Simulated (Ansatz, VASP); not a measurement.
# Mg in VASP and in Ansatz

```
CELL_PARAMETERS angstrom
-1.83558 1.83558 1.70491
1.83558 -1.83558 1.70491
3.67116 3.67116 0.00000
ATOMIC_POSITIONS crystal
Mg 0.00000 0.00000 0.00000
Mg 0.50000 0.50000 0.50000
```

Alike in both runs: task single point; functional PBE; k mesh 12 × 12 × 8; occupations gaussian, width 0.15 eV; no spin polarisation.

|  | VASP | Ansatz |
| --- | --- | --- |
| version | VASP 6.6.1 | Ansatz 0.2.0 |
| potentials or method | VASP PAW PBE potentials, release 64 (Mg), cutoff 520 eV | scalar-relativistic, plane waves, PAW |
| valence electrons in the cell | 4 | 20 |

```tsv
	VASP	Ansatz	Ansatz less VASP
gap on the k mesh at the Fermi level (eV)	none	none	-
pressure (GPa)	-0.2	0.0	+0.13
traceless stress, the component that is largest in VASP (GPa)	-0.21	-0.21	+0.001
```

A gap of «none» marks a metal or a gap that the smearing closes. VASP's potentials hold 4 valence electrons a cell and Ansatz's 20, so a difference there can come from the potentials and not from the codes.
